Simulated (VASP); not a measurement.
Write the native input for VASP 6.6.1 that does the following.

| Property | Result |
| --- | --- |
| Task | single point |
| Functional | PBE |
| Potentials or basis | VASP PAW PBE potentials, release 64 (Tm_3, I), 4f in core |
| Cutoff | 500 eV |
| k mesh | 3 × 3 × 3 |
| Occupations | gaussian, width 0.2 eV |
| Spin | no spin polarisation |
| Dipole correction | no |
| Further INCAR settings | ALGO = Normal; EDIFF = 1e-06; NBANDS = 26 |

The structure of TmI4 lies in POSCAR:

```
TmI4
1.0
   -3.9168389183      3.9168389183      4.4100399659
    3.9168389183     -3.9168389183      4.4100399659
    3.9168389183      3.9168389183     -4.4100399659
Tm I
1 4
Direct
    0.5000000000      0.5000000000      0.0000000000
    0.2371082369      0.2450561424      0.4821643793
    0.7628917631      0.7549438576      0.5178356207
    0.2450561424      0.7628917631      1.0079479055
    0.7549438576      0.2371082369     -0.0079479055
```

The cell was generated, and may not be a known phase.

These files were run (other wordings do the same):

INCAR

```
SYSTEM = TmI4
PREC     = Accurate       ! precision mode
ENCUT    = 500            ! plane-wave cutoff, eV
EDIFF    = 1E-6           ! SCF threshold, eV
ISMEAR   = 0              ! smearing method
SIGMA    = 0.2            ! smearing width, eV
LREAL    = .False.        ! projectors in reciprocal space
LASPH    = .True.         ! aspherical terms in the spheres
NELM     = 200            ! most SCF steps
ALGO     = Normal         ! electronic algorithm
ISIF     = 2              ! what is computed and relaxed
LWAVE    = .False.        ! write WAVECAR
LCHARG   = .False.        ! write CHGCAR
GGA      = PE             ! functional
NBANDS   = 26             ! bands
GGA_COMPAT= .False.      
LMAXMIX  = 6              ! l up to which the mixer works
```

KPOINTS

```
regular mesh
0
Gamma
  3 3 3
  0 0 0
```

Potentials or basis: VASP PAW PBE potentials, release 64 (Tm_3, I), 4f in core.

Command:

```console
$ cat potpaw_PBE.64/Tm_3/POTCAR potpaw_PBE.64/I/POTCAR > POTCAR
$ mpirun -np 1 vasp_std > vasp.out
```

Results of the run:

* Pressure: 0.4 GPa
* Largest force: 0.020 eV/Å
* Band gap on the k mesh: zero (an odd number of electrons rules out a gap without spin polarisation)

Caveat: spin-orbit coupling is left out, which moves the levels of the heavy elements; the 4f electrons are frozen in the core, so they carry no moment and show no levels; an odd number of electrons without spin polarisation forces a metal; a magnetic or distorted state may lie lower; the run has no spin polarisation, though such a crystal can be magnetic.

It took 46 s on 1 thread of AMD EPYC 9R45 96-Core Processor (Zen 5) (shared host), peak memory 0.35 GiB.
